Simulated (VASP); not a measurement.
Write the native input for VASP 6.6.1 that does the following.

```yaml
Task: relaxation of shape and atoms at fixed volume
Functional: PBE
Dispersion: D3(BJ)
Potentials_or_basis: VASP PAW PBE potentials, release 64 (N)
Cutoff: 600 eV
k_mesh: 9 × 9 × 4
Occupations: gaussian, width 0.02 eV
Spin: no spin polarisation
Dipole_correction: no
Further_INCAR_settings: ALGO = Normal; EDIFF = 1e-06; IBRION = 2; EDIFFG = -0.01; NSW = 50; ISIF = 4
```

The structure of N lies in POSCAR:

```
N
1.0
    3.9229729876      0.0000000000      0.0000000000
   -1.9614864938      3.3973942657      0.0000000000
    0.0000000000      0.0000000000      7.7497418020
N
4
Direct
    0.3333333333      0.6666666667      0.3219982518
    0.3333333333      0.6666666667      0.1780017482
    0.6666666667      0.3333333333      0.8219982518
    0.6666666667      0.3333333333      0.6780017482
```

One way to write it, as run:

INCAR

```
SYSTEM = N
ALGO = Normal
EDIFF = 1E-6
EDIFFG = -0.01
ENCUT = 600
GGA = PE
IBRION = 2
ISIF = 4
ISMEAR = 0
IVDW = 12
LASPH = .True.
LCHARG = .False.
LREAL = .False.
LWAVE = .False.
NELM = 60
NSW = 50
PREC = Accurate
SIGMA = 0.02
```

KPOINTS

```
k-points
0
Gamma
  9 9 4
  0 0 0
```

Potentials or basis: VASP PAW PBE potentials, release 64 (N).

Launch:

```bash
$ cat potpaw_PBE.64/N/POTCAR > POTCAR
$ mpirun -np 1 vasp_std > vasp.out
```

Results of the run:

```yaml
Energy_gained_by_relaxing: 1.1 meV/atom
Ionic_steps: 26
Pressure_after_relaxing: -0.3 GPa
Largest_force_after_relaxing: 0.003 eV/Å
Band_gap_on_the_k_mesh: 7.03 eV (least direct gap 7.23 eV)
Dispersion_energy_per_atom: -0.045 eV
```

Caveat: the standard files for N, O and F lose accuracy on very short bonds.

Wall time 16 min on 1 thread of Intel Xeon 8259CL (shared host), peak memory 0.27 GiB.
